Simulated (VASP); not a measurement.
TaN, 2 atoms in the cell. It takes space group Fm-3m (No. 225, cubic). The conventional cell has a = 4.219 Å, b = 4.219 Å, c = 4.219 Å, α = 90.00°, β = 90.00°, γ = 90.00°. Ta (site symmetry m-3m) has 6 N at 2.11 Å within 2.8 Å. N (site symmetry m-3m) has 6 Ta at 2.11 Å within 2.8 Å. 

* Program: VASP 6.6.1
* Task: single point
* Functional: PBEsol
* Potentials or basis: VASP PAW PBE potentials, release 64 (Ta_pv, N)
* Cutoff: 520 eV
* k mesh: 16 × 16 × 16
* Occupations: fermi-dirac, width 0.15 eV
* Spin: no spin polarisation
* Dipole correction: no
* Further INCAR settings: ALGO = Normal; EDIFF = 1e-06; NBANDS = 15

Potentials or basis: VASP PAW PBE potentials, release 64 (Ta_pv, N).

The run is started by

```sh
$ cat potpaw_PBE.64/Ta_pv/POTCAR potpaw_PBE.64/N/POTCAR > POTCAR
$ mpirun -np 1 vasp_std > vasp.out
```

Hardware: 1 thread of AMD EPYC 7R13, on a shared host.

Q: Estimate the wall time of this run.

A: Run time: 64 s on 1 thread of AMD EPYC 7R13, with other jobs on the host, peak memory 0.14 GiB. Counts: scf iterations 13, k points 145.
